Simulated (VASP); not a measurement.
Write the native input for VASP 6.6.1 that does the following.

* Task: single point
* Functional: PBEsol
* Potentials or basis: VASP PAW PBE potentials, release 64 (Co)
* Cutoff: 520 eV
* k mesh: 12 × 12 × 7
* Occupations: fermi-dirac, width 0.05 eV
* Spin: collinear spin, ferromagnetic start
* Starting moments: [2.0, 2.0] μB
* Dipole correction: no
* Further INCAR settings: ALGO = Normal; EDIFF = 1e-06; NBANDS = 20

The structure of Co lies in POSCAR:

```
Co
1.0
    2.4365880777      0.0000000000      0.0000000000
   -1.2182940388      2.1101471738      0.0000000000
    0.0000000000      0.0000000000      3.9803419532
Co
2
Direct
    0.3333333333      0.6666666667      0.7401390000
    0.6666666667      0.3333333333      0.2598610000
```

One way to write it, as run:

INCAR

```
  ALGO = Normal
  EDIFF = 1E-6
  ENCUT = 520
  GGA = PS
  ISIF = 2
  ISMEAR = -1
  ISPIN = 2
  LASPH = T
  LCHARG = F
  LMAXMIX = 4
  LORBIT = 11
  LREAL = F
  LWAVE = F
  MAGMOM = 2 2
  NBANDS = 20
  NELM = 150
  PREC = Accurate
  SIGMA = 0.05
```

KPOINTS

```
k-points
0
Gamma
  12 12 7
```

Potentials or basis: VASP PAW PBE potentials, release 64 (Co).

Command:

```console
$ cat potpaw_PBE.64/Co/POTCAR > POTCAR
$ mpirun -np 1 vasp_std > vasp.out
```

Results of the run:

The pressure is 3.2 GPa and the largest force is 0.657 eV/Å. The net moment is 3.10 μB per cell and the site moments are Co +1.55 μB. The valence electrons inside the program's atomic spheres are Co 8.40.

Caveat: the PAW data sets were made with another functional, which shifts forces and pressure a little.

Wall time 72 s on 1 thread of Intel(R) Xeon(R) Platinum 8488C (Sapphire Rapids) (shared host), peak memory 0.18 GiB.
